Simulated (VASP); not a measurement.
# Ga (Cmce) in VASP: further runs

Ga is run at these levels: PBEsol; tasks: relaxation of cell and atoms.

Program: VASP 6.6.1. These are calculated values, not measurements. Logs are shortened: lines on timing, memory, paths and dates and some standing lists are left out, and cuts for length are marked.

## 1. The cell of the first run

Symmetry: Cmce, No. 64, orthorhombic system. The conventional cell has a = 4.523 Å, b = 7.661 Å, c = 4.524 Å, α = 90.00°, β = 90.00°, γ = 90.00°. Within 3.3 Å of Ga (site symmetry m) lie 7 Ga at 2.48 to 2.79 Å.

## 2. Relaxation of cell and atoms, PBEsol, target pressure 30 GPa, at which the enthalpy is minimised

INCAR

```
SYSTEM = Ga
ALGO = Normal ; EDIFF = 1E-6
EDIFFG = -0.02 ; ENCUT = 600
GGA = PS ; IBRION = 2
ISIF = 3 ; ISMEAR = -1
LASPH = .True. ; LCHARG = .False.
LREAL = .False. ; LWAVE = .False.
NELM = 100 ; NSW = 80
PREC = Accurate ; PSTRESS = 300.0
SIGMA = 0.05
```

KPOINTS

```
k-points
0
Gamma
  7 7 6
  0 0 0
```

POSCAR

```
Ga
1.0
    2.2615000000     -3.8305000000      0.0000000000
    2.2615000000      3.8305000000      0.0000000000
    0.0000000000      0.0000000000      4.5240000000
Ga
4
Direct
    0.3451000000      0.6549000000      0.4190000000
    0.1549000000      0.8451000000      0.9190000000
    0.6549000000      0.3451000000      0.5810000000
    0.8451000000      0.1549000000      0.0810000000
```

Potentials or basis: VASP PAW PBE potentials, release 64 (Ga_d).

The run is started by

```
> cat potpaw_PBE.64/Ga_d/POTCAR > POTCAR
> mpirun -np 1 vasp_std > vasp.out
```

OUTCAR:

```text
SYSTEM = Ga
   EDIFF = 1E-6
   EDIFFG = -0.02
   ENCUT = 600
   GGA = PS
   IBRION = 2
   ISIF = 3
   ISMEAR = -1
   LASPH = .True.
   LREAL = .False.
   NELM = 100
   NSW = 80
   PREC = Accurate
   PSTRESS = 300.0

 ion  position               nearest neighbor table
   1  0.345  0.655  0.419-   3 2.48   2 2.69   2 2.69   4 2.73   4 2.73   3 2.79   3 2.79
   2  0.155  0.845  0.919-   4 2.48   1 2.69   1 2.69   3 2.73   3 2.73   4 2.79   4 2.79
   3  0.655  0.345  0.581-   1 2.48   4 2.69   4 2.69   2 2.73   2 2.73   1 2.79   1 2.79
   4  0.845  0.155  0.081-   2 2.48   3 2.69   3 2.69   1 2.73   1 2.73   2 2.79   2 2.79

  LATTYP: Found a base centered orthorhombic cell.
 ALAT       =     4.5230000000
 B/A-ratio  =     1.6937873093
 C/A-ratio  =     1.0002210922

  Lattice vectors:

 A1 = (   2.2615000000,  -3.8305000000,   0.0000000000)
 A2 = (   2.2615000000,   3.8305000000,   0.0000000000)
 A3 = (   0.0000000000,   0.0000000000,   4.5240000000)

Analysis of symmetry for initial positions (statically):
=====================================================================
 Subroutine PRICEL returns:
 Original cell was already a primitive cell.

 Routine SETGRP: Setting up the symmetry group for a
 base centered orthorhombic supercell.

 Subroutine GETGRP returns: Found  8 space group operations
 (whereof  4 operations were pure point group operations)
 out of a pool of  8 trial point group operations.

The static configuration has the point symmetry C_2h.
 The point group associated with its full space group is D_2h.

Analysis of symmetry for dynamics (positions and initial velocities):
=====================================================================
 Subroutine PRICEL returns:
 Original cell was already a primitive cell.

 Routine SETGRP: Setting up the symmetry group for a
 base centered orthorhombic supercell.

 Subroutine GETGRP returns: Found  8 space group operations
 (whereof  4 operations were pure point group operations)
 out of a pool of  8 trial point group operations.

The dynamic configuration has the point symmetry C_2h.
 The point group associated with its full space group is D_2h.

 Subroutine INISYM returns: Found  8 space group operations
 (whereof  4 operations are pure point group operations),
 and found     1 'primitive' translations

----------------------------------------------------------------------------------------

                                     Primitive cell

  volume of cell :      78.3799

  direct lattice vectors                    reciprocal lattice vectors
     2.261500000 -3.830500000  0.000000000     0.221092195 -0.130531262  0.000000000
     2.261500000  3.830500000  0.000000000     0.221092195  0.130531262  0.000000000
     0.000000000  0.000000000  4.524000000     0.000000000  0.000000000  0.221043324

  length of vectors
     4.448270731  4.448270731  4.524000000     0.256749234  0.256749234  0.221043324

  position of ions in fractional coordinates (direct lattice)
     0.345100000  0.654900000  0.419000000
     0.154900000  0.845100000  0.919000000
     0.654900000  0.345100000  0.581000000
     0.845100000  0.154900000  0.081000000

  ion indices of the primitive-cell ions
   primitive index   ion index
                 1           1
                 2           2
                 3           3
                 4           4

----------------------------------------------------------------------------------------

 KPOINTS: k-points

Automatic generation of k-mesh.
 Grid dimensions read from file:
 generate k-points for:    7    7    6

 Generating k-lattice:

  Cartesian coordinates                     Fractional coordinates (reciprocal lattice)
     0.031584599 -0.018647323  0.000000000     0.142857143  0.000000000  0.000000000
     0.031584599  0.018647323  0.000000000     0.000000000  0.142857143  0.000000000
     0.000000000  0.000000000  0.036840554     0.000000000  0.000000000  0.166666667

  Length of vectors
     0.036678462  0.036678462  0.036840554

  Shift w.r.t. Gamma in fractional coordinates (k-lattice)
     0.000000000  0.000000000  0.000000000

 Subroutine IBZKPT returns following result:
 ===========================================

 Found     64 irreducible k-points:

 Following reciprocal coordinates:
            Coordinates               Weight
  0.000000  0.000000  0.000000      1.000000
  0.142857  0.000000  0.000000      4.000000
  0.285714  0.000000  0.000000      4.000000
  0.428571 -0.000000  0.000000      4.000000
  0.142857  0.142857  0.000000      2.000000
  0.285714  0.142857  0.000000      4.000000
[... 16 lines left out ...]
  0.428571  0.142857  0.166667      8.000000
 -0.428571  0.142857  0.166667      8.000000
 [... further k-points ...]
   k-points           NKPTS =     64   k-points in BZ     NKDIM =     64   number of bands    NBANDS=     31
   number of dos      NEDOS =    301   number of ions     NIONS =      4
   total plane-waves  NPLWV =  46656
   dimension x,y,z NGX =    36 NGY =   36 NGZ =   36
   dimension x,y,z NGXF=    72 NGYF=   72 NGZF=   72
   ions per type =               4
   NGX,Y,Z   is equivalent  to a cutoff of  13.45, 13.45, 13.23 a.u.
   NGXF,Y,Z  is equivalent  to a cutoff of  26.91, 26.91, 26.46 a.u.
 SYSTEM =  Ga
   PREC   = accura    normal or accurate (medium, high low for compatibility)
   ISTART =      0    job   : 0-new  1-cont  2-samecut
   ICHARG =      2    charge: 1-file 2-atom 10-const
   ISPIN  =      1    spin polarized calculation?
   LNONCOLLINEAR =      F non collinear calculations
   LSORBIT =      F    spin-orbit coupling
   LASPH  =      T    aspherical Exc in radial PAW
   ENCUT  =  600.0 eV  44.10 Ry    6.64 a.u.   8.88  8.88  9.04*2*pi/ulx,y,z
   NELM   =    100;   NELMIN=  2; NELMDL= -5     # of ELM steps
   EDIFF  = 0.1E-05   stopping-criterion for ELM
   LREAL  =      F    real-space projection
   EDIFFG = -.2E-01   stopping-criterion for IOM
   NSW    =     80    number of steps for IOM
   IBRION =      2    ionic relax: 0-MD 1-quasi-New 2-CG
   NFREE  =      1    steps in history (QN), initial steepest desc. (CG)
   ISIF   =      3    stress and relaxation
   ISYM   =      2    0-nonsym 1-usesym 2-fastsym
   POTIM  = 0.5000    time-step for ionic-motion
   TEBEG  =    0.0;   TEEND  =   0.0 temperature during run
   PSTRESS=  300.0 pullay stress
   NELECT =      52.0000    total number of electrons
   NUPDOWN=      -1.0000    fix difference up-down
   EMIN   =  10.00;   EMAX   =-10.00  energy-range for DOS
   EFERMI =   0.00;   METHOD = LEGACY
   ISMEAR =    -1;   SIGMA  =   0.05  broadening in eV -4-tet -1-fermi 0-gaus
   EFERMI_NEDOS =   21; number of points for ismear=-14 and -15
   IALGO  =     38    algorithm
   IMIX   =      4    mixing-type and parameters
     AMIX     =   0.40;   BMIX     =  1.00
     AMIX_MAG =   1.60;   BMIX_MAG =  1.00
  volume/ion in A,a.u.               =      19.59       132.23
  Fermi-wavevector in a.u.,A,eV,Ry     =   1.427823  2.698194 27.737908  2.038679
  Thomas-Fermi vector in A             =   2.547951
   LORBIT       =      0    0 simple, 1 ext, 2 COOP (PROOUT), +10 PAW based schemes
   GGA     = PS    functional components
   LHFCALC =     F    Hartree Fock is set to
   AEXX    =    0.0000 exact exchange contribution
   IVDW    =     0    specifies the selected vdW correction
   LEPSILON=     F    determine dielectric tensor
   LRPA    =     F    only Hartree local field effects (RPA)
 conjugate gradient relaxation of ions
 non-spin polarized calculation
  energy-cutoff  :      600.00
  volume of cell :       78.38
 maximum number of plane-waves:      2636
   NGX = 17   NGY = 17   NGZ = 19

--------------------------------------- Ionic step        1  -------------------------------------------

 number of electron      52.0000010 magnetization

 Free energy of the ion-electron system (eV)
  ---------------------------------------------------
  ext. energy  EPLUGINS =         0.00000000
  ---------------------------------------------------
  free energy    TOTEN  =       -13.38567747 eV

  energy without entropy =      -13.37666396  energy(sigma->0) =      -13.38117071

------------------------ aborting loop because EDIFF is reached ----------------------------------------

  FORCE on cell =-STRESS in cart. coord.  units (eV):
  Direction    XX          YY          ZZ          XY          YZ          ZX
  --------------------------------------------------------------------------------------
  -------------------------------------------------------------------------------------
  Total       -1.1918160     -0.4729712     -0.6739996      0.0000000      0.0000000      0.0000000
  in kB      -24.3621234     -9.6680879    -13.7773458      0.0000000      0.0000000      0.0000000
  external PRESSURE =    -315.9358524 kB  Pullay stress =     300.0000000 kB
[... 25 lines left out ...]
  enthalpy is  TOTEN    =         1.2905800348 eV   P V=       14.6762575000

--------------------------------------- Ionic step        2  -------------------------------------------

 number of electron      52.0000008 magnetization

 E-fermi :  12.5538     XC(G=0): -14.2982

 val. band max:       12.4932296487   @ k =   0.0000   0.0000   0.0000
 cond. band min:      12.5761735069   @ k =   0.4286   0.2857   0.0000
 fundamental gap:      0.0829438582
 Fermi energy:        12.5538219162

 k-point     1 :       0.0000    0.0000    0.0000
  band No.  band energies     occupation
      1      -5.0676      2.00000
      2      -5.0510      2.00000
      3      -4.8024      2.00000
      4      -4.7924      2.00000
      5      -4.7322      2.00000
      6      -4.7195      2.00000
[... 878 lines left out ...]
  FREE ENERGIE OF THE ION-ELECTRON SYSTEM (eV)
  ---------------------------------------------------
  free  energy   TOTEN  =       -12.3735518538 eV

  energy  without entropy=      -12.3682940960  energy(sigma->0) =      -12.37092297

  enthalpy is  TOTEN    =        -1.0962718217 eV   P V=       11.2772800321

[... ionic steps 4 to 11 ...]

--------------------------------------- Ionic step       12  -------------------------------------------

 number of electron      52.0000006 magnetization

------------------------ aborting loop because EDIFF is reached ----------------------------------------

  FORCE on cell =-STRESS in cart. coord.  units (eV):
  Direction    XX          YY          ZZ          XY          YZ          ZX
  --------------------------------------------------------------------------------------
  -------------------------------------------------------------------------------------
  Total       10.9112187     11.1407026     10.9895117      0.0000000     -0.0000000      0.0000000
  in kB      296.8390680    303.0821649    298.9690234      0.0000000     -0.0000000      0.0000000
  external PRESSURE =      -0.3699146 kB  Pullay stress =     300.0000000 kB
[... 65 lines left out ...]
  enthalpy is  TOTEN    =        -1.1232204099 eV   P V=       11.0173591597

--------------------------------------- Ionic step       14  -------------------------------------------

 number of electron      52.0000007 magnetization

 Free energy of the ion-electron system (eV)
  ---------------------------------------------------
  ext. energy  EPLUGINS =         0.00000000
  ---------------------------------------------------
  free energy    TOTEN  =       -12.14258453 eV

  energy without entropy =      -12.13690493  energy(sigma->0) =      -12.13974473

 E-fermi :   7.8988     XC(G=0): -12.3037

 val. band max:        7.8765216579   @ k =   0.0000   0.0000   0.3333
 cond. band min:       7.9115454514   @ k =   0.4286   0.4286   0.1667
 fundamental gap:      0.0350237935
 Fermi energy:         7.8987648243

 k-point     1 :       0.0000    0.0000    0.0000
  band No.  band energies     occupation
      1      -8.0072      2.00000
      2      -7.9942      2.00000
      3      -7.8888      2.00000
      4      -7.8590      2.00000
      5      -7.8572      2.00000
      6      -7.8174      2.00000
[... 838 lines left out ...]
  FREE ENERGIE OF THE ION-ELECTRON SYSTEM (eV)
  ---------------------------------------------------
  free  energy   TOTEN  =       -12.1425845327 eV

  energy  without entropy=      -12.1369049319  energy(sigma->0) =      -12.13974473

  enthalpy is  TOTEN    =        -1.1232254527 eV   P V=       11.0193590800

 reached required accuracy - stopping structural energy minimisation
```

It took 9.2 min on 1 thread of Intel Xeon 6975P-C (Granite Rapids), shared host; peak memory 0.3 GiB.

Results:

```yaml
Free_energy: -12.1426 eV
Relaxed_volume: 14.71 Å³/atom
Relaxed_cell: a = 4.066 Å, b = 4.066 Å, c = 4.118 Å, α = 90.00°, β = 90.00°, γ = 120.19°
Space_group_after_relaxing_to_0.1_Å: Cmce (No. 64)
Energy_change_on_relaxing_the_run_minimises_the_enthalpy: +310.8 meV/atom
Ionic_steps: 14
Pressure_after_relaxing: 30.2 GPa
Largest_force_after_relaxing: 0.009 eV/Å
Band_gap_on_the_k_mesh: zero (bands 26 and 27 overlap by 1.07 eV)
```

Forces in eV/Å, atoms in the order of the input:
```
Ga   0.000 -0.005  0.008
Ga   0.000  0.005  0.008
Ga   0.000  0.005 -0.008
Ga   0.000 -0.005 -0.008
```

Stress tensor (GPa, compression positive):
```
30.10  0.00  0.00
 0.00 30.19  0.00
 0.00  0.00 30.20
```

Step by step:
| step | energy change (eV) | largest force (eV/Å) | pressure (GPa) | volume (Å³) |
| --- | --- | --- | --- | --- |
| 1 | 0.0000 | 0.1190 | -1.59 | 78.38 |
| 2 | 9.1563 | 0.3368 | 151.42 | 42.21 |
| 3 | 1.0121 | 0.1217 | 25.93 | 60.23 |
| 4 | 1.1708 | 0.1234 | 28.79 | 59.30 |
| 5 | 1.2419 | 0.1240 | 29.91 | 58.91 |
| 6 | 1.3093 | 0.1250 | 31.07 | 58.56 |
| 7 | 1.3171 | 0.2584 | 31.32 | 58.49 |
| 8 | 1.3113 | 0.1741 | 31.21 | 58.51 |
| 9 | 1.1619 | 0.0095 | 28.55 | 59.29 |
| 10 | 1.2090 | 0.0623 | 29.58 | 59.04 |
| 11 | 1.2387 | 0.0242 | 30.07 | 58.87 |
| 12 | 1.2352 | 0.0145 | 29.96 | 58.89 |
| 13 | 1.2451 | 0.0151 | 30.18 | 58.84 |
| 14 | 1.2431 | 0.0093 | 30.16 | 58.85 |

Final structure:
```yaml
crystal:
  lattice:
    - [2.02714, -3.52491, 0.00000]
    - [2.02714, 3.52491, 0.00000]
    - [0.00000, 0.00000, 4.11797]
  atoms:
    - { symbol: Ga, position: [0.34580, 0.65420, 0.41755] }
    - { symbol: Ga, position: [0.15420, 0.84580, 0.91755] }
    - { symbol: Ga, position: [0.65420, 0.34580, 0.58245] }
    - { symbol: Ga, position: [0.84580, 0.15420, 0.08245] }
```

Caveat: the cell is relaxed towards a set pressure, so the run minimises the enthalpy, not the energy; the volume moved by over 15 % at a fixed basis, so the end points are rough; the PAW data sets were made with another functional, which shifts forces and pressure a little.

## 3. Relaxation of cell and atoms, PBEsol

INCAR

```
SYSTEM = Ga
PREC = Accurate
ENCUT = 600
EDIFF = 1E-7
ISMEAR = -1
SIGMA = 0.05
LREAL = .FALSE.
LASPH = .TRUE.
NELM = 60
ALGO = Normal
ISIF = 3
LWAVE = .FALSE.
LCHARG = .FALSE.
GGA = PS
IBRION = 2
NSW = 80
EDIFFG = -0.02
```

KPOINTS

```
Automatic mesh
0
G
  7 7 6
  0 0 0
```

POSCAR is that of step 2.

Potentials or basis: VASP PAW PBE potentials, release 64 (Ga_d).

The run is started by

```
> cat potpaw_PBE.64/Ga_d/POTCAR > POTCAR
> mpirun -np 1 vasp_std > vasp.out
```

OUTCAR:

```text
SYSTEM = Ga
   PREC = Accurate
   ENCUT = 600
   EDIFF = 1E-7
   ISMEAR = -1
   LREAL = .FALSE.
   LASPH = .TRUE.
   NELM = 60
   ISIF = 3
   GGA = PS
   IBRION = 2
   NSW = 80
   EDIFFG = -0.02

 ion  position               nearest neighbor table
   1  0.345  0.655  0.419-   3 2.48   2 2.69   2 2.69   4 2.73   4 2.73   3 2.79   3 2.79
   2  0.155  0.845  0.919-   4 2.48   1 2.69   1 2.69   3 2.73   3 2.73   4 2.79   4 2.79
   3  0.655  0.345  0.581-   1 2.48   4 2.69   4 2.69   2 2.73   2 2.73   1 2.79   1 2.79
   4  0.845  0.155  0.081-   2 2.48   3 2.69   3 2.69   1 2.73   1 2.73   2 2.79   2 2.79

  LATTYP: Found a base centered orthorhombic cell.
 ALAT       =     4.5230000000
 B/A-ratio  =     1.6937873093
 C/A-ratio  =     1.0002210922

  Lattice vectors:

 A1 = (   2.2615000000,  -3.8305000000,   0.0000000000)
 A2 = (   2.2615000000,   3.8305000000,   0.0000000000)
 A3 = (   0.0000000000,   0.0000000000,   4.5240000000)
[... 339 lines left out ...]
  free energy    TOTEN  =       -13.40356236 eV

  energy without entropy =      -13.39840636  energy(sigma->0) =      -13.40098436

 E-fermi :   5.2222     XC(G=0): -10.9538

 val. band max:        5.2125301138   @ k =   0.2857   0.2857   0.0000
 cond. band min:       5.2275624554   @ k =   0.0000   0.0000   0.5000
 fundamental gap:      0.0150323416
 Fermi energy:         5.2222112120

 k-point     1 :       0.0000    0.0000    0.0000
  band No.  band energies     occupation
      1     -10.0087      2.00000
      2      -9.9892      2.00000
      3      -9.9458      2.00000
      4      -9.9355      2.00000
      5      -9.9318      2.00000
      6      -9.8964      2.00000
[... 805 lines left out ...]
     30       9.0435      0.00000
     31      10.3506      0.00000

 [... further k-points ...]

------------------------ aborting loop because EDIFF is reached ----------------------------------------

  FORCE on cell =-STRESS in cart. coord.  units (eV):
  Direction    XX          YY          ZZ          XY          YZ          ZX
  --------------------------------------------------------------------------------------
  -------------------------------------------------------------------------------------
  Total        0.0783105      0.0536263     -0.0108382      0.0000000      0.0000000      0.0000000
  in kB        1.6510319      1.1306109     -0.2285030      0.0000000      0.0000000      0.0000000
  external PRESSURE =       0.8510466 kB  Pullay stress =       0.0000000 kB
[... 19 lines left out ...]
  FREE ENERGIE OF THE ION-ELECTRON SYSTEM (eV)
  ---------------------------------------------------
  free  energy   TOTEN  =       -13.4035623613 eV

  energy  without entropy=      -13.3984063620  energy(sigma->0) =      -13.40098436

 reached required accuracy - stopping structural energy minimisation
```

Wall time 11 min (1 thread of Intel Xeon Platinum 8259CL at 2.50GHz (Skylake/Cascade Lake), shared host); peak memory 0.29 GiB.

Results:

| Quantity | Value |
| --- | --- |
| Free energy | -13.4036 eV |
| Relaxed volume | 19.00 Å³/atom |
| Relaxed cell | a = 4.393 Å, b = 4.393 Å, c = 4.537 Å, α = 90.00°, β = 90.00°, γ = 119.79° |
| Space group after relaxing (to 0.1 Å) | Cmce (No. 64) |
| Energy gained by relaxing | 4.5 meV/atom |
| Ionic steps | 5 |
| Pressure after relaxing | 0.1 GPa |
| Largest force after relaxing | 0.012 eV/Å |
| Band gap on the k mesh | zero (bands 26 and 27 overlap by 1.20 eV) |

Forces on the atoms (eV/Å):
```
Ga   0.000  0.000 -0.012
Ga   0.000  0.000 -0.012
Ga   0.000  0.000  0.012
Ga   0.000  0.000  0.012
```

Step by step:
```csv
step,energy change (eV),largest force (eV/Å),pressure (GPa),volume (Å³)
1,0.0000,0.1186,-1.57,78.38
2,-0.0149,0.0215,-0.01,76.21
3,-0.0149,0.0226,0.10,76.08
4,-0.0166,0.0187,0.08,76.06
5,-0.0179,0.0122,0.09,75.99
```

Final structure:
```yaml
crystal:
  lattice:
    - [2.20359, -3.80034, 0.00000]
    - [2.20359, 3.80034, 0.00000]
    - [0.00000, 0.00000, 4.53725]
  atoms:
    - { symbol: Ga, position: [0.34443, 0.65557, 0.41770] }
    - { symbol: Ga, position: [0.15557, 0.84443, 0.91770] }
    - { symbol: Ga, position: [0.65557, 0.34443, 0.58230] }
    - { symbol: Ga, position: [0.84443, 0.15557, 0.08230] }
```

Caveat: the PAW data sets were made with another functional, which shifts forces and pressure a little.

[end of part 1 of 2]

The gap in the log of VASP goes by the Fermi energy; the results here count the filled bands.